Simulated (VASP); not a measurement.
# ClCs in VASP: single point with AM05

Aim: the single point of ClCs with AM05.

Everything below comes from runs of VASP 6.6.1. Logs are shortened: lines on timing, memory, paths and dates and some standing lists are left out, and cuts for length are marked.

## Step 1: The cell of the first run

The cell holds a molecule in a box, 2 atoms: a = 9.000 Å, b = 9.000 Å, c = 12.000 Å, α = 90.00°, β = 90.00°, γ = 90.00°.

## Step 2: Single point, AM05

Contents of POSCAR:

```
CsCl
1.0
    9.0000000000      0.0000000000      0.0000000000
    0.0000000000      9.0000000000      0.0000000000
    0.0000000000      0.0000000000     12.0000000000
Cl Cs
1 1
Direct
    0.5014444400      0.5023333300      0.3817386700
    0.5014444400      0.5023333300      0.6239280000
```

Contents of INCAR.step1:

```
ALGO = Normal ; EDIFF = 1E-5
EFERMI = MIDGAP ; ENCUT = 400
GGA = PE ; GGA_COMPAT = F
ISIF = 0 ; ISMEAR = 0
LASPH = T ; LCHARG = T
LREAL = F ; LWAVE = T
NELM = 100 ; NELMDL = -8
PREC = Accurate ; SIGMA = 0.03
```

Contents of INCAR.step2:

```
ALGO = All ; EDIFF = 1E-6
EFERMI = MIDGAP ; ENCUT = 400
GGA = AM ; GGA_COMPAT = F
ISEARCH = 1 ; ISIF = 0
ISMEAR = 0 ; ISTART = 1
LASPH = T ; LCHARG = F
LREAL = F ; LWAVE = F
NELM = 100 ; NELMDL = -8
PREC = Accurate ; SIGMA = 0.03
```

Contents of KPOINTS:

```
k-points
0
Gamma
  1 1 1
```

Potentials or basis: VASP PAW PBE potentials, release 64 (Cl, Cs_sv).

Launch:

```
> cat potpaw_PBE.64/Cl/POTCAR potpaw_PBE.64/Cs_sv/POTCAR > POTCAR
> cp INCAR.step1 INCAR
> mpirun -np 1 vasp_gam > vasp.out
> cp INCAR.step2 INCAR
> mpirun -np 1 vasp_gam > vasp.out
```

OUTCAR:

```text
EDIFF = 1E-6
   EFERMI = MIDGAP
   ENCUT = 400
   GGA = AM
   ISIF = 0
   ISMEAR = 0
   ISTART = 1
   LASPH = T
   LREAL = F
   NELM = 100
   NELMDL = -8
   PREC = Accurate

 Found      1 irreducible k-points:

 Following reciprocal coordinates:
            Coordinates               Weight
  0.000000  0.000000  0.000000      1.000000
   k-points           NKPTS =      1   k-points in BZ     NKDIM =      1   number of bands    NBANDS=     12
   number of dos      NEDOS =    301   number of ions     NIONS =      2
   total plane-waves  NPLWV = 288000
   dimension x,y,z NGX =    60 NGY =   60 NGZ =   80
   dimension x,y,z NGXF=   120 NGYF=  120 NGZF=  160
   ions per type =               1   1
   NGX,Y,Z   is equivalent  to a cutoff of  11.08, 11.08, 11.08 a.u.
   NGXF,Y,Z  is equivalent  to a cutoff of  22.17, 22.17, 22.17 a.u.
 SYSTEM =  unknown system
   PREC   = accura    normal or accurate (medium, high low for compatibility)
   ISTART =      1    job   : 0-new  1-cont  2-samecut
   ICHARG =      0    charge: 1-file 2-atom 10-const
   ISPIN  =      1    spin polarized calculation?
   LNONCOLLINEAR =      F non collinear calculations
   LSORBIT =      F    spin-orbit coupling
   LASPH  =      T    aspherical Exc in radial PAW
   ENCUT  =  400.0 eV  29.40 Ry    5.42 a.u.  14.68 14.68 19.57*2*pi/ulx,y,z
   NELM   =    100;   NELMIN=  2; NELMDL= -8     # of ELM steps
   EDIFF  = 0.1E-05   stopping-criterion for ELM
   LREAL  =      F    real-space projection
   EDIFFG = 0.1E-04   stopping-criterion for IOM
   NSW    =      0    number of steps for IOM
   IBRION =     -1    ionic relax: 0-MD 1-quasi-New 2-CG
   NFREE  =      0    steps in history (QN), initial steepest desc. (CG)
   ISIF   =      0    stress and relaxation
   ISYM   =      2    0-nonsym 1-usesym 2-fastsym
   POTIM  = 0.5000    time-step for ionic-motion
   TEBEG  =    0.0;   TEEND  =   0.0 temperature during run

   SCALEE = 1.0000    scale energy and forces
   PSTRESS=    0.0 pullay stress
   NELECT =      16.0000    total number of electrons
   NUPDOWN=      -1.0000    fix difference up-down
   EMIN   =  10.00;   EMAX   =-10.00  energy-range for DOS
   EFERMI =   0.00;   METHOD = MIDGAP
   ISMEAR =     0;   SIGMA  =   0.03  broadening in eV -4-tet -1-fermi 0-gaus
   EFERMI_NEDOS =   21; number of points for ismear=-14 and -15
   IALGO  =     58    algorithm
   IMIX   =      4    mixing-type and parameters
     AMIX     =   0.40;   BMIX     =  1.00
     AMIX_MAG =   1.60;   BMIX_MAG =  1.00
  volume/ion in A,a.u.               =     486.00      3279.69
  Fermi-wavevector in a.u.,A,eV,Ry     =   0.416447  0.786970  2.359629  0.173428
  Thomas-Fermi vector in A             =   1.376048
   LORBIT       =      0    0 simple, 1 ext, 2 COOP (PROOUT), +10 PAW based schemes
   GGA     = AM    functional components
   LHFCALC =     F    Hartree Fock is set to
   AEXX    =    0.0000 exact exchange contribution
   IVDW    =     0    specifies the selected vdW correction
   LEPSILON=     F    determine dielectric tensor
   LRPA    =     F    only Hartree local field effects (RPA)

   CSHIFT  =0.1000    complex shift for real part using Kramers Kronig

   OMEGAMAX=  -1.0    maximum frequency
 non-spin polarized calculation
 Gauss-broadening in eV      SIGMA  =   0.03
  energy-cutoff  :      400.00
  volume of cell :      972.00
 maximum number of plane-waves:      8824
 NGX is ok and might be reduce to    60
   NGX = 29   NGY = 29   NGZ = 39

 number of electron      16.0000000 magnetization

 Free energy of the ion-electron system (eV)
  ---------------------------------------------------
  ext. energy  EPLUGINS =         0.00000000
  ---------------------------------------------------
  free energy    TOTEN  =        -5.03244196 eV

  energy without entropy =       -5.03244196  energy(sigma->0) =       -5.03244196

 E-fermi :  -3.3667     XC(G=0):  -1.8711

 val. band max:       -4.4188465488   @ k =   0.0000   0.0000   0.0000
 cond. band min:      -2.7206239630   @ k =   0.0000   0.0000   0.0000
 fundamental gap:      1.6982225858
 Fermi energy:        -3.3666993903

 k-point     1 :       0.0000    0.0000    0.0000
  band No.  band energies     occupation
      1     -26.0158      2.00000
      2     -16.1556      2.00000
      3     -12.8770      2.00000
      4     -12.8770      2.00000
      5     -12.5603      2.00000
      6      -4.5003      2.00000
      7      -4.4188      2.00000
      8      -4.4188      2.00000
      9      -2.7206      0.00000
     10      -1.1693      0.00000
     11       0.1152      0.00000
     12       0.2913      0.00000

------------------------ aborting loop because EDIFF is reached ----------------------------------------

 VOLUME and BASIS-vectors are now :
 -----------------------------------------------------------------------------
  energy-cutoff  :      400.00
  volume of cell :      972.00
      direct lattice vectors                 reciprocal lattice vectors
     9.000000000  0.000000000  0.000000000     0.111111111  0.000000000  0.000000000
     0.000000000  9.000000000  0.000000000     0.000000000  0.111111111  0.000000000
     0.000000000  0.000000000 12.000000000     0.000000000  0.000000000  0.083333333

 POSITION                                       TOTAL-FORCE (eV/Angst)
 -----------------------------------------------------------------------------------
      4.51300      4.52100      4.58086         0.000000      0.000000      0.055811
      4.51300      4.52100      7.48714         0.000000      0.000000     -0.055811
 -----------------------------------------------------------------------------------
    total drift:                                0.000233      0.000141     -0.000839

  FREE ENERGIE OF THE ION-ELECTRON SYSTEM (eV)
  ---------------------------------------------------
  free  energy   TOTEN  =        -5.0324419597 eV

  energy  without entropy=       -5.0324419597  energy(sigma->0) =       -5.03244196
```

Wall time 6.1 min (1 thread of Intel Xeon Platinum 8488C (Sapphire Rapids), shared host); peak memory 0.58 GiB.

Results:

* Free energy: -5.0324 eV
* Largest force: 0.056 eV/Å
* Gap between the frontier levels: 1.70 eV

Forces on the atoms (eV/Å):
```
Cl   0.000  0.000  0.056
Cs   0.000  0.000 -0.056
```

Caveat: the PAW data sets were made with another functional, which shifts forces and pressure a little; spin-orbit coupling is left out, which moves the levels of the heavy elements.
